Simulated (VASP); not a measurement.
# Ir (Fm-3m) in VASP: notebook, part 2 of 2

VASP 6.6.1.

### 3 Single point, r2SCAN

This run uses another cell than the first one, of 13.50 Å³/atom, 0.906 times its volume.

POSCAR

```
Ir
1.0
    0.0000000000      1.8897103398      1.8897103398
    1.8897103398      0.0000000000      1.8897103398
    1.8897103398      1.8897103398      0.0000000000
Ir
1
Direct
    0.0000000000      0.0000000000      0.0000000000
```

INCAR.step1

```
SYSTEM = Ir
PREC = Accurate
ENCUT = 550
ISMEAR = -1
SIGMA = 0.05
LREAL = .False.
LASPH = .True.
NELM = 120
NBANDS = 14
GGA = PE
ALGO = Normal
EDIFF = 1E-5
LWAVE = .True.
LCHARG = .False.
GGA_COMPAT = .False.
```

INCAR.step2

```
SYSTEM = Ir
PREC = Accurate
ENCUT = 550
EDIFF = 1E-6
ISMEAR = -1
SIGMA = 0.05
LREAL = .False.
LASPH = .True.
NELM = 120
ALGO = Normal
ISIF = 2
LWAVE = .False.
LCHARG = .False.
METAGGA = R2SCAN
LMIXTAU = .True.
NBANDS = 14
ISTART = 1
GGA_COMPAT = .False.
```

KPOINTS

```
Automatic mesh
0
Gamma
  12 12 12
  0 0 0
```

Potentials or basis: VASP PAW PBE potentials, release 64 (Ir_sv_GW).

Command:

```sh
$ cat potpaw_PBE.64/Ir_sv_GW/POTCAR > POTCAR
$ cp INCAR.step1 INCAR
$ mpirun -np 1 vasp_std > vasp.out
$ cp INCAR.step2 INCAR
$ mpirun -np 1 vasp_std > vasp.out
```

OUTCAR:

```text
SYSTEM = Ir
   PREC = Accurate
   ENCUT = 550
   EDIFF = 1E-6
   ISMEAR = -1
   LREAL = .False.
   LASPH = .True.
   NELM = 120
   ISIF = 2
   METAGGA = R2SCAN
   ISTART = 1

 ion  position               nearest neighbor table
   1  0.000  0.000  0.000-

  LATTYP: Found a face centered cubic cell.
 ALAT       =     3.7794206796

  Lattice vectors:

 A1 = (   0.0000000000,   1.8897103398,   1.8897103398)
 A2 = (   1.8897103398,   0.0000000000,   1.8897103398)
 A3 = (   1.8897103398,   1.8897103398,   0.0000000000)

Analysis of symmetry for initial positions (statically):
[... 5 lines left out ...]
 face centered cubic supercell.

 Subroutine GETGRP returns: Found 48 space group operations
 (whereof 48 operations were pure point group operations)
 out of a pool of 48 trial point group operations.

The static configuration has the point symmetry O_h .

Analysis of symmetry for dynamics (positions and initial velocities):
[... 5 lines left out ...]
 face centered cubic supercell.

 Subroutine GETGRP returns: Found 48 space group operations
 (whereof 48 operations were pure point group operations)
 out of a pool of 48 trial point group operations.

[... 146 lines left out ...]

 val. band max:       13.6345507839   @ k =  -0.2500   0.0833   0.0000
 cond. band min:      13.6506520088   @ k =  -0.3333   0.3333   0.0000
 fundamental gap:      0.0161012249
 Fermi energy:        13.6413400336

 k-point     1 :       0.0000    0.0000    0.0000
  band No.  band energies     occupation
      1     -81.6002      2.00000
      2     -37.3470      2.00000
      3     -37.3470      2.00000
      4     -37.3470      2.00000
      5       1.5841      2.00000
      6       9.3042      2.00000
      7       9.3042      2.00000
      8       9.3042      2.00000
      9      12.2305      2.00000
     10      12.2305      2.00000
     11      27.7100      0.00000
     12      33.7803      0.00000
     13      33.7803      0.00000
     14      33.7803      0.00000
[... 377 lines left out ...]
      1     -81.4979      2.00000
      2     -38.2536      2.00000
      3     -37.6678      2.00000
      4     -37.5221      2.00000
      5       5.7175      2.00000
      6       8.2930      2.00000
      7      10.0440      2.00000
      8      10.3350      2.00000
      9      14.1238      0.00013
     10      17.7884      0.00000
     11      21.7138      0.00000
     12      29.4061      0.00000
     13      32.0100      0.00000
     14      34.1136      0.00000

 [... further k-points ...]
[... 5 lines left out ...]
  --------------------------------------------------------------------------------------
  -------------------------------------------------------------------------------------
  Total        1.6148067      1.6148067      1.6148067     -0.0000000     -0.0000000     -0.0000000
  in kB      191.6970436    191.6970436    191.6970436     -0.0000000     -0.0000000     -0.0000000
  external PRESSURE =     191.6970436 kB  Pullay stress =       0.0000000 kB

 VOLUME and BASIS-vectors are now :
 -----------------------------------------------------------------------------
  energy-cutoff  :      550.00
  volume of cell :       13.50
      direct lattice vectors                 reciprocal lattice vectors
     0.000000000  1.889710340  1.889710340    -0.264590816  0.264590816  0.264590816
     1.889710340  0.000000000  1.889710340     0.264590816 -0.264590816  0.264590816
     1.889710340  1.889710340  0.000000000     0.264590816  0.264590816 -0.264590816

 POSITION                                       TOTAL-FORCE (eV/Angst)
 -----------------------------------------------------------------------------------
      0.00000      0.00000      0.00000        -0.000000      0.000000      0.000000
 -----------------------------------------------------------------------------------
    total drift:                                0.000000      0.000000     -0.000000

  FREE ENERGIE OF THE ION-ELECTRON SYSTEM (eV)
  ---------------------------------------------------
  free  energy   TOTEN  =       -52.8806224618 eV

  energy  without entropy=      -52.8763916783  energy(sigma->0) =      -52.87850707
```

OSZICAR.step1:

```text
N       E                     dE             d eps       ncg     rms          rms(c)
DAV:   1     0.116119595729E+03    0.11612E+03   -0.11847E+04  2054   0.133E+03
DAV:   2    -0.866043366047E+01   -0.12478E+03   -0.11911E+03  2586   0.405E+02
DAV:   3    -0.103654505158E+02   -0.17050E+01   -0.17011E+01  2220   0.442E+01
DAV:   4    -0.103679412726E+02   -0.24908E-02   -0.24907E-02  2454   0.209E+00
DAV:   5    -0.103679464087E+02   -0.51361E-05   -0.51367E-05  2262   0.886E-02    0.728E+01
DAV:   6    -0.945234918610E+01    0.91560E+00   -0.11813E+00  2142   0.119E+01    0.394E+01
DAV:   7    -0.937100564982E+01    0.81344E-01   -0.43118E-01  2256   0.679E+00    0.598E+00
DAV:   8    -0.935318622637E+01    0.17819E-01   -0.66008E-02  2064   0.322E+00    0.602E-01
DAV:   9    -0.935319515267E+01   -0.89263E-05   -0.77209E-04  2220   0.342E-01    0.214E-01
DAV:  10    -0.935311701744E+01    0.78135E-04   -0.13107E-04  2196   0.165E-01    0.140E-01
DAV:  11    -0.935311653824E+01    0.47919E-06   -0.69068E-06  1062   0.337E-02
   1 F= -.93531165E+01 E0= -.93509426E+01  d E =-.434789E-02
```

Run time: 50 s. Hardware: 1 thread of Intel Xeon Platinum 8259CL at 2.50GHz (Skylake/Cascade Lake), shared host; peak memory 0.14 GiB.

What came out:

```yaml
Free_energy: -52.8806 eV
Pressure: 19.2 GPa
```

Caveat: the PAW data sets were made with another functional, which shifts forces and pressure a little; spin-orbit coupling is left out, which moves the levels of the heavy elements.
